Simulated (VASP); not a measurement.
Here is a VASP 6.6.1 calculation.

Contents of INCAR:

```
PREC = Accurate
ENCUT = 520
EDIFF = 1E-6
ISMEAR = 0
SIGMA = 0.05
LREAL = False
LASPH = True
NELM = 60
ALGO = Normal
ISIF = 2
LWAVE = False
LCHARG = False
GGA = PS
IVDW = 12
NBANDS = 64
```

KPOINTS

```
Automatic mesh
0
Gamma
  6 6 6
```

File POSCAR:

```
WS2
1.0
   -6.2407890192      0.0000000000      0.0000000000
   -3.1203945096      5.4046818303      0.0000000000
   -3.1203945096      1.8015606101     -5.8413921014
W S
4 8
Direct
    0.4993606434      0.9993606434      0.0019180698
    0.4993606434      0.4993606434      0.0019180698
    0.9993606434      0.9993606434      0.0019180698
    0.9993606434      0.4993606434      0.0019180698
    0.2554860797      0.7554860797      0.7335417609
    0.2554860797      0.2554860797      0.7335417609
    0.7554860797      0.7554860797      0.7335417609
    0.7554860797      0.2554860797      0.7335417609
    0.1295494403      0.5667742706      0.2369020185
    0.0764532769      0.0764532769      0.2706401693
    0.5764532769      0.5764532769      0.2706401693
    0.5764532769      0.0764532769      0.2706401693
```

Potentials or basis: VASP PAW PBE potentials, release 64 (W_sv, S).

Command:

```console
$ cat potpaw_PBE.64/W_sv/POTCAR potpaw_PBE.64/S/POTCAR > POTCAR
$ mpirun -np 1 vasp_std > vasp.out
```

**Question.** Predict the band gap on the k mesh.

**Answer.** 0.67 eV (least direct gap 1.65 eV).

**Question.** Predict the dispersion energy per atom.

**Answer.** -0.418 eV.

**Question.** Estimate the largest force.

**Answer.** 7.515 eV/Å.

**Question.** Predict the pressure.

**Answer.** 4.6 GPa.

Stress tensor (GPa, compression positive):
```
 4.44  1.80 -4.40
 1.80  2.36 -2.54
-4.40 -2.54  6.87
```

Caveat: the cell differs from its parent crystal (atom 9 (S) moved +0.300 Å towards its neighbour atom 2 (W) at 2.389 Å); the cell stands under pressure; the PAW data sets were made with another functional, which shifts forces and pressure a little; spin-orbit coupling is left out, which moves the levels of the heavy elements. A k mesh can miss the band edges.
